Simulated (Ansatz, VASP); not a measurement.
KF: VASP beside Ansatz

INCAR

```
PREC = Accurate ; ENCUT = 520
EDIFF = 1E-7 ; ISMEAR = 0
SIGMA = 0.05 ; LREAL = False
LASPH = True ; NELM = 100
ALGO = Normal ; ISIF = 2
LWAVE = False ; LCHARG = False
GGA = CA ; NBANDS = 15
```

KPOINTS

```
regular mesh
0
Gamma
  8 8 8
```

File POSCAR:

```
KF
1.0
    0.0000000000      2.5817196783      2.1944617266
    2.7624400558      0.0000000000      2.1944617266
    2.7624400558      2.5817196783      0.0000000000
K F
1 1
Direct
    0.0000000000      0.0000000000      0.0000000000
    0.5000000000      0.5000000000      0.5000000000
```

Input for Ansatz:

```yaml
crystal:
  lattice:
    - [0.0, 2.5817196783, 2.1944617266]
    - [2.7624400558, 0.0, 2.1944617266]
    - [2.7624400558, 2.5817196783, 0.0]
  atoms:
    - { symbol: K, position: [0.0, 0.0, 0.0] }
    - { symbol: F, position: [0.5, 0.5, 0.5] }
basis:
  ecutwfc: 520.0
kpoints:
  mp_grid: { grid: [8, 8, 8] }
hamiltonian:
  xc: lda
scf:
  occupations: { method: gaussian, width: 0.05 }
output:
  forces: true
  stress: true
  eigenvalues: true
```

Change from the starting cell: normal strain along x +0.0700, normal strain along z -0.1500.

Alike in both runs: task single point; functional LDA; k mesh 8 × 8 × 8; occupations gaussian, width 0.05 eV; no spin polarisation.

|  | VASP | Ansatz |
| --- | --- | --- |
| version | VASP 6.6.1 | Ansatz 0.2.0 |
| potentials or method | VASP PAW LDA potentials, release 64 (K_sv, F), cutoff 520 eV | scalar-relativistic, plane waves, PAW |
| valence electrons in the cell | 16 | 16 |

VASP gave:

- gap on the k mesh at the Fermi level (eV): 5.56
- least direct gap on the mesh (eV): 5.67
- pressure (GPa): 13.8
- traceless stress, the component that is largest in VASP (GPa): 26.57

Task: What did Ansatz give for the same quantities?

Result: gap on the k mesh at the Fermi level (eV): 5.59; least direct gap on the mesh (eV): 5.71; pressure (GPa): 13.0; traceless stress, the component that is largest in VASP (GPa): 25.32.

LDA's correlation is that of Perdew and Zunger in VASP and of Perdew and Wang (1992) in Ansatz.
